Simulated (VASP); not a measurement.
# TiN (Fm-3m) in VASP: further runs

The runs below take TiN through single point, with PBEsol.

Everything below comes from runs of VASP 6.6.1. Logs are shortened: lines on timing, memory, paths and dates and some standing lists are left out, and cuts for length are marked.

### 1 The cell of the first run

The structure is cubic, space group Fm-3m (No. 225). The conventional cell has a = 4.238 Å, b = 4.238 Å, c = 4.238 Å, α = 90.00°, β = 90.00°, γ = 90.00°. Within 2.8 Å of Ti (site symmetry m-3m) lie 6 N at 2.12 Å. N (site symmetry m-3m) has 6 Ti at 2.12 Å within 2.8 Å.

### 2 Single point, PBEsol

Contents of INCAR:

```
SYSTEM = TiN
ALGO = Normal
EDIFF = 1E-6
ENCUT = 600
GGA = PS
GGA_COMPAT = .False.
ISIF = 2
ISMEAR = 1
LASPH = .True.
LCHARG = .True.
LELF = .True.
LREAL = .False.
LVHAR = .True.
LWAVE = .False.
NBANDS = 16
NELM = 120
PREC = Accurate
SIGMA = 0.3
```

Contents of KPOINTS:

```
k-points
0
Gamma
  11 11 11
  0 0 0
```

Contents of POSCAR:

```
TiN
1.0
    0.0000000000      2.1190000000      2.1190000000
    2.1190000000      0.0000000000      2.1190000000
    2.1190000000      2.1190000000      0.0000000000
Ti N
1 1
Direct
    0.0000000000      0.0000000000      0.0000000000
    0.5000000000      0.5000000000      0.5000000000
```

Potentials or basis: VASP PAW PBE potentials, release 64 (Ti_sv, N).

Run with:

```
$ cat potpaw_PBE.64/Ti_sv/POTCAR potpaw_PBE.64/N/POTCAR > POTCAR
$ mpirun -np 1 vasp_std > vasp.out
```

OUTCAR:

```text
SYSTEM = TiN
   EDIFF = 1E-6
   ENCUT = 600
   GGA = PS
   ISIF = 2
   ISMEAR = 1
   LASPH = .True.
   LREAL = .False.
   NELM = 120
   PREC = Accurate

 ion  position               nearest neighbor table
   1  0.000  0.000  0.000-   2 2.12   2 2.12   2 2.12   2 2.12   2 2.12   2 2.12
   2  0.500  0.500  0.500-   1 2.12   1 2.12   1 2.12   1 2.12   1 2.12   1 2.12

  LATTYP: Found a face centered cubic cell.
 ALAT       =     4.2380000000

  Lattice vectors:

 A1 = (   0.0000000000,   2.1190000000,   2.1190000000)
 A2 = (   2.1190000000,   0.0000000000,   2.1190000000)
 A3 = (   2.1190000000,   2.1190000000,   0.0000000000)

Analysis of symmetry for initial positions (statically):
=====================================================================
 Subroutine PRICEL returns:
 Original cell was already a primitive cell.

 Routine SETGRP: Setting up the symmetry group for a
 face centered cubic supercell.

 Subroutine GETGRP returns: Found 48 space group operations
 (whereof 48 operations were pure point group operations)
 out of a pool of 48 trial point group operations.

The static configuration has the point symmetry O_h .

Analysis of symmetry for dynamics (positions and initial velocities):
=====================================================================
 Subroutine PRICEL returns:
 Original cell was already a primitive cell.

 Routine SETGRP: Setting up the symmetry group for a
 face centered cubic supercell.

 Subroutine GETGRP returns: Found 48 space group operations
 (whereof 48 operations were pure point group operations)
 out of a pool of 48 trial point group operations.

The dynamic configuration has the point symmetry O_h .

 Subroutine INISYM returns: Found 48 space group operations
 (whereof 48 operations are pure point group operations),
 and found     1 'primitive' translations

----------------------------------------------------------------------------------------

                                     Primitive cell

  volume of cell :      19.0293

  direct lattice vectors                    reciprocal lattice vectors
     0.000000000  2.119000000  2.119000000    -0.235960359  0.235960359  0.235960359
     2.119000000  0.000000000  2.119000000     0.235960359 -0.235960359  0.235960359
     2.119000000  2.119000000  0.000000000     0.235960359  0.235960359 -0.235960359

  length of vectors
     2.996718539  2.996718539  2.996718539     0.408695330  0.408695330  0.408695330

  position of ions in fractional coordinates (direct lattice)
     0.000000000  0.000000000  0.000000000
     0.500000000  0.500000000  0.500000000

  ion indices of the primitive-cell ions
   primitive index   ion index
                 1           1
                 2           2

----------------------------------------------------------------------------------------

 KPOINTS: k-points

Automatic generation of k-mesh.
 Grid dimensions read from file:
 generate k-points for:   11   11   11

 Generating k-lattice:

  Cartesian coordinates                     Fractional coordinates (reciprocal lattice)
    -0.021450942  0.021450942  0.021450942     0.090909091  0.000000000  0.000000000
     0.021450942 -0.021450942  0.021450942     0.000000000  0.090909091  0.000000000
     0.021450942  0.021450942 -0.021450942     0.000000000  0.000000000  0.090909091

  Length of vectors
     0.037154121  0.037154121  0.037154121

  Shift w.r.t. Gamma in fractional coordinates (k-lattice)
     0.000000000  0.000000000  0.000000000

 Subroutine IBZKPT returns following result:
 ===========================================

 Found     56 irreducible k-points:

 Following reciprocal coordinates:
            Coordinates               Weight
  0.000000  0.000000  0.000000      1.000000
  0.090909  0.000000  0.000000      8.000000
  0.181818  0.000000  0.000000      8.000000
  0.272727  0.000000  0.000000      8.000000
  0.363636  0.000000  0.000000      8.000000
  0.454545  0.000000  0.000000      8.000000
[... 16 lines left out ...]
 -0.272727  0.181818  0.000000     24.000000
 -0.181818  0.181818  0.000000     12.000000
 [... further k-points ...]
   k-points           NKPTS =     56   k-points in BZ     NKDIM =     56   number of bands    NBANDS=     16
   number of dos      NEDOS =    301   number of ions     NIONS =      2
   total plane-waves  NPLWV =  13824
   dimension x,y,z NGX =    24 NGY =   24 NGZ =   24
   dimension x,y,z NGXF=    48 NGYF=   48 NGZF=   48
   ions per type =               1   1
   NGX,Y,Z   is equivalent  to a cutoff of  13.31, 13.31, 13.31 a.u.
   NGXF,Y,Z  is equivalent  to a cutoff of  26.63, 26.63, 26.63 a.u.
 SYSTEM =  TiN
   PREC   = accura    normal or accurate (medium, high low for compatibility)
   ISTART =      0    job   : 0-new  1-cont  2-samecut
   ICHARG =      2    charge: 1-file 2-atom 10-const
   ISPIN  =      1    spin polarized calculation?
   LNONCOLLINEAR =      F non collinear calculations
   LSORBIT =      F    spin-orbit coupling
   LASPH  =      T    aspherical Exc in radial PAW
   ENCUT  =  600.0 eV  44.10 Ry    6.64 a.u.   5.99  5.99  5.99*2*pi/ulx,y,z
   NELM   =    120;   NELMIN=  2; NELMDL= -5     # of ELM steps
   EDIFF  = 0.1E-05   stopping-criterion for ELM
   LREAL  =      F    real-space projection
   EDIFFG = 0.1E-04   stopping-criterion for IOM
   NSW    =      0    number of steps for IOM
   IBRION =     -1    ionic relax: 0-MD 1-quasi-New 2-CG
   NFREE  =      0    steps in history (QN), initial steepest desc. (CG)
   ISIF   =      2    stress and relaxation
   ISYM   =      2    0-nonsym 1-usesym 2-fastsym
   POTIM  = 0.5000    time-step for ionic-motion
   TEBEG  =    0.0;   TEEND  =   0.0 temperature during run
   PSTRESS=    0.0 pullay stress
   NELECT =      17.0000    total number of electrons
   NUPDOWN=      -1.0000    fix difference up-down
   EMIN   =  10.00;   EMAX   =-10.00  energy-range for DOS
   EFERMI =   0.00;   METHOD = LEGACY
   ISMEAR =     1;   SIGMA  =   0.30  broadening in eV -4-tet -1-fermi 0-gaus
   EFERMI_NEDOS =   21; number of points for ismear=-14 and -15
   IALGO  =     38    algorithm
   IMIX   =      4    mixing-type and parameters
     AMIX     =   0.40;   BMIX     =  1.00
     AMIX_MAG =   1.60;   BMIX_MAG =  1.00
  volume/ion in A,a.u.               =       9.51        64.21
  Fermi-wavevector in a.u.,A,eV,Ry     =   1.576704  2.979539 33.824024  2.485996
  Thomas-Fermi vector in A             =   2.677497
   LORBIT       =      0    0 simple, 1 ext, 2 COOP (PROOUT), +10 PAW based schemes
   GGA     = PS    functional components
   LHFCALC =     F    Hartree Fock is set to
   AEXX    =    0.0000 exact exchange contribution
   IVDW    =     0    specifies the selected vdW correction
   LEPSILON=     F    determine dielectric tensor
   LRPA    =     F    only Hartree local field effects (RPA)
 non-spin polarized calculation
 Methfessel and Paxton  Order N= 1 SIGMA  =   0.30
  energy-cutoff  :      600.00
  volume of cell :       19.03
 maximum number of plane-waves:       648
   NGX = 11   NGY = 11   NGZ = 11

 number of electron      17.0000001 magnetization

 Free energy of the ion-electron system (eV)
  ---------------------------------------------------
  ext. energy  EPLUGINS =         0.00000000
  ---------------------------------------------------
  free energy    TOTEN  =       -20.76811456 eV

  energy without entropy =      -20.76305748  energy(sigma->0) =      -20.76642887

 E-fermi :  11.3473     XC(G=0): -13.2369

 val. band max:       11.3177100278   @ k =  -0.4545   0.3636   0.1818
 cond. band min:      11.3483338854   @ k =   0.4545   0.1818   0.0000
 fundamental gap:      0.0306238576
 Fermi energy:        11.3472552389

 k-point     1 :       0.0000    0.0000    0.0000
  band No.  band energies     occupation
      1     -46.2589      2.00000
      2     -22.3371      2.00000
      3     -22.3371      2.00000
      4     -22.3371      2.00000
      5      -5.7101      2.00000
      6       9.3250      2.00000
[... 8 lines left out ...]
     15      24.4087      0.00000
     16      31.1004      0.00000

 k-point     2 :       0.0909    0.0000    0.0000
  band No.  band energies     occupation
      1     -46.2510      2.00000
      2     -22.3926      2.00000
      3     -22.3417      2.00000
      4     -22.3417      2.00000
      5      -5.5473      2.00000
      6       8.4717      2.00000
[... 8 lines left out ...]
     15      24.5270      0.00000
     16      30.8651      0.00000

 k-point     3 :       0.1818    0.0000    0.0000
  band No.  band energies     occupation
      1     -46.2297      2.00000
      2     -22.5387      2.00000
      3     -22.3541      2.00000
      4     -22.3541      2.00000
      5      -5.0921      2.00000
      6       6.9567      2.00000
[... 8 lines left out ...]
     15      24.4792      0.00000
     16      29.9622      0.00000

 k-point     4 :       0.2727    0.0000    0.0000
  band No.  band energies     occupation
      1     -46.2016      2.00000
      2     -22.7251      2.00000
      3     -22.3701      2.00000
      4     -22.3701      2.00000
      5      -4.4393      2.00000
      6       5.4090      2.00000
[... 8 lines left out ...]
     15      24.1617      0.00000
     16      28.4351      0.00000
[... 324 lines left out ...]
 k-point    22 :      -0.3636    0.1818    0.0000
  band No.  band energies     occupation
      1     -46.1511      2.00000
      2     -22.8943      2.00000
      3     -22.5349      2.00000
      4     -22.4090      2.00000
      5      -3.5011      2.00000
      6       3.9918      2.00000
[... 8 lines left out ...]
     15      23.9104      0.00000
     16      25.4162      0.00000

 k-point    23 :      -0.2727    0.1818    0.0000
  band No.  band energies     occupation
      1     -46.1684      2.00000
      2     -22.8094      2.00000
      3     -22.5215      2.00000
      4     -22.3820      2.00000
      5      -3.8439      2.00000
      6       4.4748      2.00000
[... 8 lines left out ...]
     15      23.6409      0.00000
     16      25.9375      0.00000

 k-point    24 :      -0.1818    0.1818    0.0000
  band No.  band energies     occupation
      1     -46.1922      2.00000
      2     -22.7033      2.00000
      3     -22.4723      2.00000
      4     -22.3596      2.00000
      5      -4.3312      2.00000
      6       5.2608      2.00000
[... 8 lines left out ...]
     15      23.9829      0.00000
     16      26.7840      0.00000

 [... further k-points ...]

------------------------ aborting loop because EDIFF is reached ----------------------------------------

  FORCE on cell =-STRESS in cart. coord.  units (eV):
  Direction    XX          YY          ZZ          XY          YZ          ZX
  --------------------------------------------------------------------------------------
  -------------------------------------------------------------------------------------
  Total       -0.7723680     -0.7723680     -0.7723680      0.0000000      0.0000000      0.0000000
  in kB      -65.0297387    -65.0297387    -65.0297387      0.0000000      0.0000000      0.0000000
  external PRESSURE =     -65.0297387 kB  Pullay stress =       0.0000000 kB

 VOLUME and BASIS-vectors are now :
 -----------------------------------------------------------------------------
  energy-cutoff  :      600.00
  volume of cell :       19.03
      direct lattice vectors                 reciprocal lattice vectors
     0.000000000  2.119000000  2.119000000    -0.235960359  0.235960359  0.235960359
     2.119000000  0.000000000  2.119000000     0.235960359 -0.235960359  0.235960359
     2.119000000  2.119000000  0.000000000     0.235960359  0.235960359 -0.235960359

 POSITION                                       TOTAL-FORCE (eV/Angst)
 -----------------------------------------------------------------------------------
      0.00000      0.00000      0.00000        -0.000000      0.000000      0.000000
      2.11900      2.11900      2.11900         0.000000     -0.000000     -0.000000
 -----------------------------------------------------------------------------------
    total drift:                                0.000000     -0.000000     -0.000000

  FREE ENERGIE OF THE ION-ELECTRON SYSTEM (eV)
  ---------------------------------------------------
  free  energy   TOTEN  =       -20.7681145643 eV

  energy  without entropy=      -20.7630574789  energy(sigma->0) =      -20.76642887
```

It took 19 s on 1 thread of AMD EPYC 7R43 (Zen 3), shared host; peak memory 0.12 GiB.

Results:

```
Free energy            : -20.7681 eV
Pressure               : -6.5 GPa
Band gap on the k mesh : zero (an odd number of electrons rules out a gap without spin polarisation)
```

Caveat: the cell stands under tension; so wide a smearing shifts energies and pressures; the PAW data sets were made with another functional, which shifts forces and pressure a little.

[end of part 1 of 2]

The gap in the log of VASP goes by the Fermi energy; the results here count the filled bands.